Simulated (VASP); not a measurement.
# Be16Se9S7: single point with PBEsol

Be16Se9S7:

```
Be Se S
1.0
    10.00341    0.00000    0.00000
     0.00000   10.00341    0.00000
     0.00000    0.00000   10.00341
Be Se S
32 18 14
Direct
  0.00613 0.99461 0.99543
  0.99609 0.99512 0.50520
  0.00620 0.49523 0.00452
  0.99589 0.50670 0.49478
  0.49517 0.00563 0.99437
  0.50021 0.98974 0.50032
  0.49494 0.49662 0.00535
  0.50035 0.50023 0.49973
  0.25572 0.25458 0.99574
  0.25465 0.25512 0.50481
  0.23956 0.74809 0.99934
  0.26066 0.74797 0.50057
  0.75586 0.25495 0.00481
  0.74266 0.25494 0.49534
  0.74850 0.74808 0.00055
  0.75015 0.74812 0.49931
  0.24908 0.00134 0.25066
  0.25627 0.99400 0.75445
  0.25620 0.50604 0.24534
  0.24924 0.49076 0.74952
  0.74356 0.99339 0.25525
  0.75503 0.99630 0.74394
  0.75478 0.49570 0.25588
  0.74366 0.50641 0.74482
  0.99647 0.25375 0.24521
  0.00590 0.25593 0.75533
  0.00014 0.73739 0.25057
  0.00148 0.75846 0.74933
  0.49962 0.26107 0.25063
  0.49067 0.24863 0.74921
  0.50056 0.74842 0.26035
  0.49957 0.74743 0.73955
  0.12696 0.12774 0.12162
  0.12830 0.12397 0.62891
  0.12703 0.62596 0.62517
  0.62399 0.12775 0.12668
  0.62259 0.12390 0.62393
  0.62521 0.62234 0.13057
  0.37414 0.87340 0.12519
  0.87402 0.37797 0.62389
  0.87678 0.87203 0.12689
  0.37785 0.12670 0.37676
  0.37274 0.62375 0.87389
  0.87272 0.12492 0.37555
  0.87801 0.12519 0.87516
  0.87805 0.62473 0.87510
  0.12708 0.37920 0.37285
  0.12567 0.87069 0.37674
  0.62285 0.37531 0.87516
  0.62396 0.87462 0.87119
  0.12587 0.62221 0.12540
  0.62389 0.62609 0.61996
  0.37436 0.37712 0.12560
  0.37651 0.37645 0.62551
  0.37700 0.87286 0.62493
  0.87712 0.37787 0.12700
  0.87454 0.87218 0.62392
  0.37308 0.12634 0.87373
  0.37817 0.62372 0.37687
  0.87292 0.62480 0.37526
  0.12875 0.37534 0.87795
  0.12726 0.87450 0.87375
  0.62382 0.37934 0.37552
  0.62497 0.87062 0.37938
```

```yaml
Program: VASP 6.6.1
Task: single point
Functional: PBEsol
Potentials_or_basis: VASP PAW PBE potentials, release 64 (Be, Se, S)
Cutoff: 500 eV
k_mesh: 1 × 1 × 1, shifted
Occupations: fermi-dirac, width 0.05 eV
Spin: no spin polarisation
```

* Pressure: 0.2 GPa
* Largest force: 0.022 eV/Å
* Band gap on the k mesh: 3.26 eV

Forces in eV/Å, atoms in the order of the input:
```
Be   0.006 -0.001 -0.012
Be  -0.015 -0.009  0.005
Be  -0.003 -0.009  0.005
Be  -0.012  0.008 -0.007
Be  -0.019  0.004 -0.012
Be  -0.007 -0.009 -0.010
Be  -0.006 -0.004  0.006
Be  -0.002  0.004  0.000
Be   0.001  0.001 -0.006
Be   0.007 -0.002  0.003
Be  -0.005  0.002 -0.004
Be   0.016 -0.001  0.001
Be   0.006  0.005  0.006
Be  -0.009  0.002 -0.003
Be  -0.002  0.001  0.001
Be  -0.004 -0.005 -0.006
Be  -0.005  0.004  0.002
Be  -0.001  0.000  0.007
Be  -0.003 -0.016 -0.007
Be  -0.007 -0.010  0.005
Be  -0.011 -0.009  0.013
Be   0.011 -0.002 -0.009
Be  -0.002  0.002 -0.004
Be  -0.009  0.005 -0.012
Be  -0.005  0.001 -0.012
Be   0.008  0.005  0.003
Be  -0.002 -0.001 -0.002
Be   0.002  0.008  0.001
Be   0.001  0.013 -0.001
Be  -0.007 -0.009  0.003
Be   0.003  0.012  0.008
Be  -0.006  0.005 -0.010
Se   0.000  0.005 -0.004
Se   0.004 -0.005  0.004
Se   0.005  0.003  0.004
Se  -0.001  0.007 -0.002
Se  -0.002  0.002  0.000
Se   0.002 -0.008  0.009
Se   0.011 -0.009  0.000
Se  -0.001  0.000  0.002
Se   0.004 -0.005  0.007
Se   0.009 -0.008  0.002
Se  -0.002 -0.002 -0.002
Se   0.000  0.004 -0.004
Se   0.002  0.005  0.007
Se   0.007 -0.003 -0.003
Se   0.004  0.007 -0.005
Se  -0.004 -0.010  0.001
Se  -0.002  0.004  0.001
Se  -0.005  0.001  0.002
S    0.004 -0.006 -0.003
S    0.001  0.000 -0.006
S   -0.009  0.011  0.011
S    0.013  0.013 -0.003
S    0.011 -0.006  0.008
S    0.008  0.015 -0.003
S   -0.001 -0.007 -0.002
S   -0.007  0.008  0.003
S    0.012 -0.001  0.006
S   -0.008 -0.004  0.007
S    0.003  0.002  0.004
S    0.010 -0.001  0.004
S    0.001  0.004 -0.003
S    0.013 -0.011  0.008
```

Stress tensor (GPa, compression positive):
```
 0.21 -0.63 -0.64
-0.63  0.19 -0.65
-0.64 -0.65  0.25
```

Levels at points of the mesh, in eV from the valence-band top:
```tsv
k point	band 125	band 126	band 127	band 128	band 129	band 130	band 131	band 132
(0.25, 0.25, 0.25)	-0.51	-0.41	-0.10	0.00	3.26	3.32	3.38	4.00
```

It took 5.6 min on 1 thread of Intel(R) Xeon(R) Platinum 8559C (Emerald Rapids), with other jobs on the host, peak memory 1 GiB.

Caveat: the PAW data sets were made with another functional, which shifts forces and pressure a little; a shifted mesh leaves out Γ, where band edges can lie. A k mesh can miss the band edges.
